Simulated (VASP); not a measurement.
Set up this calculation in VASP 6.6.1, as the native input.

```yaml
Task: single point
Functional: PBE
Potentials_or_basis: VASP PAW PBE potentials, release 64 (Si, P)
Cutoff: 520 eV
k_mesh: 4 × 4 × 4
Occupations: gaussian, width 0.2 eV
Spin: no spin polarisation
Dipole_correction: no
Further_INCAR_settings: ALGO = Normal; EDIFF = 1e-06; NBANDS = 30
```

The structure of SiP7 lies in POSCAR:

```
SiP7
1.0
    0.0000000000      6.9718517169      3.4777041880
    2.4481743462      0.0000000000      3.4777041880
    2.4481743462      6.9718517169      0.0000000000
Si P
1 7
Direct
    0.5000000000      0.5000000000      0.5000000000
    0.6214380632      0.8710134893      0.1289865107
    0.3785619368      0.1289865107      0.8710134893
    0.1289865107      0.3785619368      0.6214380632
    0.8710134893      0.6214380632      0.3785619368
    0.7483783586      0.2516216414      0.7483783586
    0.2516216414      0.7483783586      0.2516216414
    0.0000000000      0.0000000000      0.0000000000
```

These files were run (other wordings do the same):

INCAR

```
SYSTEM = SiP7
PREC = Accurate ; ENCUT = 520
EDIFF = 1E-6 ; ISMEAR = 0
SIGMA = 0.2 ; LREAL = .False.
LASPH = .True. ; NELM = 100
ALGO = Normal ; ISIF = 2
LWAVE = .False. ; LCHARG = .False.
GGA = PE ; NBANDS = 30
```

KPOINTS

```
regular mesh
0
Gamma
  4 4 4
  0 0 0
```

Potentials or basis: VASP PAW PBE potentials, release 64 (Si, P).

Run with:

```bash
$ cat potpaw_PBE.64/Si/POTCAR potpaw_PBE.64/P/POTCAR > POTCAR
$ mpirun -np 1 vasp_std > vasp.out
```

It gave:

| Property | Result |
| --- | --- |
| Pressure | -0.3 GPa |
| Largest force | 0.013 eV/Å |

Caveat: the k points lie up to 0.41 Å⁻¹ apart.

It took 66 s on 1 thread of AMD EPYC 9R45 96-Core Processor (Zen 5) (shared host), peak memory 0.28 GiB.
